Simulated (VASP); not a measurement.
Set up this calculation in VASP 6.6.1, as the native input.

```
Task                   : single point
Functional             : PBE
Dispersion             : D3(BJ)
Potentials or basis    : VASP PAW PBE potentials, release 64 (Mo_sv, S)
Cutoff                 : 520 eV
k mesh                 : 12 × 12 × 12
Occupations            : gaussian, width 0.02 eV
Spin                   : no spin polarisation
Dipole correction      : no
Further INCAR settings : ALGO = Normal; EDIFF = 1e-06; NBANDS = 20
```

The structure of MoS2 lies in POSCAR:

```
MoS2
1.0
    1.5872795770      0.9164162910      6.5070311496
   -1.5872795770      0.9164162910      6.5070311496
    0.0000000000     -1.8328325821      6.5070311496
Mo S
1 2
Direct
    0.0001052757      0.0001052757      0.0001052757
    0.2533561476      0.2533561476      0.2533561476
    0.4135385768      0.4135385768      0.4135385768
```

The input as run:

INCAR

```
SYSTEM = MoS2
PREC = Accurate ; ENCUT = 520
EDIFF = 1E-6 ; ISMEAR = 0
SIGMA = 0.02 ; LREAL = .False.
LASPH = .True. ; NELM = 100
ALGO = Normal ; ISIF = 2
LWAVE = .False. ; LCHARG = .False.
GGA = PE ; IVDW = 12
NBANDS = 20
```

KPOINTS

```
Automatic mesh
0
Gamma
  12 12 12
  0 0 0
```

Potentials or basis: VASP PAW PBE potentials, release 64 (Mo_sv, S).

Run with:

```console
$ cat potpaw_PBE.64/Mo_sv/POTCAR potpaw_PBE.64/S/POTCAR > POTCAR
$ mpirun -np 1 vasp_std > vasp.out
```

It gave:

```
Pressure                   : -2.4 GPa
Largest force              : 0.014 eV/Å
Band gap on the k mesh     : 1.19 eV (least direct gap 1.71 eV)
Dispersion energy per atom : -0.400 eV
```

Wall time 12 min on 1 thread of Intel Xeon 8259CL (shared host), peak memory 0.44 GiB.
